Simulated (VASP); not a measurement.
# Co (P-1) in VASP: notebook

The runs below take Co through single point, with PBE.

All numbers are computed with VASP 6.6.1; they aren't measurements. Logs are shortened: lines on timing, memory, paths and dates and some standing lists are left out, and cuts for length are marked.

## (1) The cell of the first run

The typed cell holds 1 atom: a = 2.425 Å, b = 2.437 Å, c = 2.401 Å, α = 107.69°, β = 110.08°, γ = 109.82°.

## (2) Single point, PBE, collinear spin, ferromagnetic start

INCAR reads:

```
SYSTEM = Co
ALGO = Normal
EDIFF = 1E-6
ENCUT = 690
GGA = PE
GGA_COMPAT = .FALSE.
ISIF = 2
ISMEAR = -1
ISPIN = 2
LASPH = .TRUE.
LCHARG = .FALSE.
LMAXMIX = 4
LORBIT = 11
LREAL = .FALSE.
LWAVE = .FALSE.
MAGMOM = 2
NBANDS = 18
NELM = 200
NUPDOWN = 2.0
PREC = Accurate
SIGMA = 0.05
```

KPOINTS reads:

```
k-points
0
G
  11 11 11
  0 0 0
```

POSCAR reads:

```
Co
1.0
   -1.4145745000      1.3929095500      1.3921574700
    1.4429802800     -1.3751271500      1.4027808400
    1.4112696000      1.3718222500     -1.3743750600
Co
1
Direct
    0.0000000000      0.0000000000      0.0000000000
```

Potentials or basis: VASP PAW PBE potentials, release 64 (Co_sv).

Launch:

```console
$ cat potpaw_PBE.64/Co_sv/POTCAR > POTCAR
$ mpirun -np 1 vasp_std > vasp.out
```

OUTCAR:

```text
SYSTEM = Co
   EDIFF = 1E-6
   ENCUT = 690
   GGA = PE
   ISIF = 2
   ISMEAR = -1
   ISPIN = 2
   LASPH = .TRUE.
   LORBIT = 11
   LREAL = .FALSE.
   NELM = 200
   NUPDOWN = 2.0
   PREC = Accurate

 ion  position               nearest neighbor table
   1  0.000  0.000  0.000-

  LATTYP: Found a triclinic cell.
 ALAT       =     6.1639271409
 B/A-ratio  =     0.6337387412
 C/A-ratio  =     0.3933743782
 COS(alpha) =     0.0005142480
 COS(beta)  =     0.2599597309
 COS(gamma) =     0.9471042428

  Lattice vectors:

 A1 = (  -0.0350155800,   5.5116812000,  -2.7593734900)
 A2 = (  -0.0317106800,   2.7469494000,  -2.7771559000)
 A3 = (  -1.4145745000,   1.3929095500,   1.3921574700)

Analysis of symmetry for initial positions (statically):
=====================================================================
 Subroutine PRICEL returns:
 Original cell was already a primitive cell.

 Routine SETGRP: Setting up the symmetry group for a
 triclinic supercell.

 Subroutine GETGRP returns: Found  2 space group operations
 (whereof  2 operations were pure point group operations)
 out of a pool of  2 trial point group operations.

The static configuration has the point symmetry S_2 .

Analysis of symmetry for dynamics (positions and initial velocities):
=====================================================================
 Subroutine PRICEL returns:
 Original cell was already a primitive cell.

 Routine SETGRP: Setting up the symmetry group for a
 triclinic supercell.

 Subroutine GETGRP returns: Found  2 space group operations
 (whereof  2 operations were pure point group operations)
 out of a pool of  2 trial point group operations.

The dynamic configuration has the point symmetry S_2 .

Analysis of structural, dynamic, and magnetic symmetry:
=====================================================================
 Subroutine PRICEL returns:
 Original cell was already a primitive cell.

 Routine SETGRP: Setting up the symmetry group for a
 triclinic supercell.

 Subroutine GETGRP returns: Found  2 space group operations
 (whereof  2 operations were pure point group operations)
 out of a pool of  2 trial point group operations.

The overall configuration has the point symmetry S_2 .

 Subroutine INISYM returns: Found  2 space group operations
[... 101 lines left out ...]
   ISIF   =      2    stress and relaxation
   ISYM   =      2    0-nonsym 1-usesym 2-fastsym
   POTIM  = 0.5000    time-step for ionic-motion
   TEBEG  =    0.0;   TEEND  =   0.0 temperature during run
   PSTRESS=    0.0 pullay stress
   NELECT =      17.0000    total number of electrons
   NUPDOWN=       2.0000    fix difference up-down
   EMIN   =  10.00;   EMAX   =-10.00  energy-range for DOS
   EFERMI =   0.00;   METHOD = LEGACY
   ISMEAR =    -1;   SIGMA  =   0.05  broadening in eV -4-tet -1-fermi 0-gaus
   EFERMI_NEDOS =   21; number of points for ismear=-14 and -15
   IALGO  =     38    algorithm
   IMIX   =      4    mixing-type and parameters
     AMIX     =   0.40;   BMIX     =  1.00
     AMIX_MAG =   1.60;   BMIX_MAG =  1.00
  volume/ion in A,a.u.               =      11.03        74.41
  Fermi-wavevector in a.u.,A,eV,Ry     =   1.891253  3.573949 48.665809  3.576836
  Thomas-Fermi vector in A             =   2.932437
   LORBIT       =     11    0 simple, 1 ext, 2 COOP (PROOUT), +10 PAW based schemes
   GGA     = PE    functional components
   LHFCALC =     F    Hartree Fock is set to
   AEXX    =    0.0000 exact exchange contribution
   IVDW    =     0    specifies the selected vdW correction
   LEPSILON=     F    determine dielectric tensor
   LRPA    =     F    only Hartree local field effects (RPA)
 spin polarized calculation
  energy-cutoff  :      690.00
  volume of cell :       11.03
 maximum number of plane-waves:       468
 NGX is ok and might be reduce to    24
   NGX = 11   NGY = 11   NGZ = 11

 number of electron      16.9999997 magnetization       2.0000000

 Free energy of the ion-electron system (eV)
  ---------------------------------------------------
  ext. energy  EPLUGINS =         0.00000000
  ---------------------------------------------------
  free energy    TOTEN  =        -6.99315318 eV

  energy without entropy =       -6.98271311  energy(sigma->0) =       -6.98793315

 E-fermi :  12.0533     XC(G=0): -13.8201

 val. band max:       12.7832676913   @ k =  -0.3636  -0.1818   0.0909
 cond. band min:      12.0551467815   @ k =   0.3636  -0.4545   0.3636
 fundamental gap:     -0.7281209098
 Fermi energy:        12.7840494950

 spin component 1

 k-point     1 :       0.0000    0.0000    0.0000
  band No.  band energies     occupation
      1     -84.6363      1.00000
      2     -47.7168      1.00000
      3     -47.6952      1.00000
      4     -47.6756      1.00000
      5       2.7787      1.00000
      6       8.7714      1.00000
[... 493 lines left out ...]
     17      49.9695      0.00000
     18      52.7523      0.00000

 [... further k-points ...]

 spin component 2

 k-point     1 :       0.0000    0.0000    0.0000
  band No.  band energies     occupation
      1     -82.1861      1.00000
      2     -45.2997      1.00000
      3     -45.2950      1.00000
      4     -45.2877      1.00000
      5       2.9414      1.00000
      6      10.4903      1.00000
[... 493 lines left out ...]
     17      50.2930      0.00000
     18      53.2899      0.00000

 [... further k-points ...]

------------------------ aborting loop because EDIFF is reached ----------------------------------------

  FORCE on cell =-STRESS in cart. coord.  units (eV):
  Direction    XX          YY          ZZ          XY          YZ          ZX
  --------------------------------------------------------------------------------------
  -------------------------------------------------------------------------------------
  Total        0.2748227      0.3425021      0.3227256      0.0328785     -0.1282740     -0.1925859
  in kB       39.9335873     49.7678656     46.8942080      4.7774666    -18.6390721    -27.9840250
  external PRESSURE =      45.5318870 kB  Pullay stress =       0.0000000 kB

 VOLUME and BASIS-vectors are now :
 -----------------------------------------------------------------------------
  energy-cutoff  :      690.00
  volume of cell :       11.03
      direct lattice vectors                 reciprocal lattice vectors
    -1.414574500  1.392909550  1.392157470    -0.003122163  0.359408250  0.355534697
     1.442980280 -1.375127150  1.402780840     0.346826794 -0.001864074  0.354276607
     1.411269600  1.371822250 -1.374375060     0.350832501  0.362155868 -0.005869779

 POSITION                                       TOTAL-FORCE (eV/Angst)
 -----------------------------------------------------------------------------------
      0.00000      0.00000      0.00000         0.000000      0.000000      0.000000
 -----------------------------------------------------------------------------------
    total drift:                               -0.000000      0.000000      0.000000

  FREE ENERGIE OF THE ION-ELECTRON SYSTEM (eV)
  ---------------------------------------------------
  free  energy   TOTEN  =        -6.9931531843 eV

  energy  without entropy=       -6.9827131092  energy(sigma->0) =       -6.98793315

 total charge

# of ion       s       p       d       tot
------------------------------------------
    1        2.250   6.129   6.642  15.021

 magnetization (x)

# of ion       s       p       d       tot
------------------------------------------
    1        0.008  -0.000   2.004   2.011
```

stdout:

```text
POSCAR found type information on POSCAR Co
 POSCAR found :  1 types and       1 ions
 scaLAPACK will be used
 LDA part: xc-table for (Slater+PW92), standard interpolation
 POSCAR, INCAR and KPOINTS ok, starting setup
 FFT: planning ... GRIDC
 FFT: planning ... GRID_SOFT
 FFT: planning ... GRID
 WAVECAR not read
 entering main loop
```

Run time: 4.2 min. Hardware: 1 thread of Intel Xeon Platinum 8259CL at 2.50GHz (Skylake/Cascade Lake), shared host; peak memory 0.38 GiB.

Results:

```yaml
Free_energy: -6.9932 eV
Pressure: 4.6 GPa
Net_moment: 2.00 μB per cell
Site_moments: Co +2.01 μB
Valence_electrons_inside_the_program's_atomic_spheres: Co 15.02
```

Stress tensor (GPa, compression positive):
```
 3.99  0.48 -2.80
 0.48  4.98 -1.86
-2.80 -1.86  4.69
```

Caveat: the cell stands under pressure; the total moment is fixed, so each spin has its own Fermi level and the state may be an excited one.

## (3) Single point, PBE, collinear spin, ferromagnetic start

INCAR reads:

```
PREC = Accurate ; ENCUT = 690
EDIFF = 1E-6 ; ISMEAR = -1
SIGMA = 0.05 ; LREAL = F
LASPH = T ; NELM = 200
ALGO = Normal ; ISIF = 2
LWAVE = F ; LCHARG = T
ISPIN = 2 ; MAGMOM = 1.5
LORBIT = 11 ; NUPDOWN = 1.5
LMAXMIX = 4 ; GGA = PE
LELF = T ; LVHAR = T
NBANDS = 18 ; GGA_COMPAT = F
```

KPOINTS reads:

```
regular mesh
0
Gamma
  11 11 11
```

POSCAR is that of step 2.

Potentials or basis: VASP PAW PBE potentials, release 64 (Co_sv).

Launch:

```console
$ cat potpaw_PBE.64/Co_sv/POTCAR > POTCAR
$ mpirun -np 1 vasp_std > vasp.out
```

Run time: 3.2 min. Hardware: 1 thread of AMD EPYC 9R45 (Zen 5), shared host; peak memory 0.34 GiB.

Results (log left out):

| Item | Value |
| --- | --- |
| Free energy | -7.0006 eV |
| Pressure | -3.9 GPa |
| Net moment | 1.50 μB per cell |
| Site moments | Co +1.57 μB |
| Valence electrons inside the program's atomic spheres | Co 15.05 |

Stress tensor (GPa, compression positive):
```
-2.74  0.37 -2.82
 0.37 -4.86 -1.72
-2.82 -1.72 -4.19
```

Caveat: the cell stands under tension; the total moment is fixed, so each spin has its own Fermi level and the state may be an excited one.

(Part 1 of 2 ends here.)
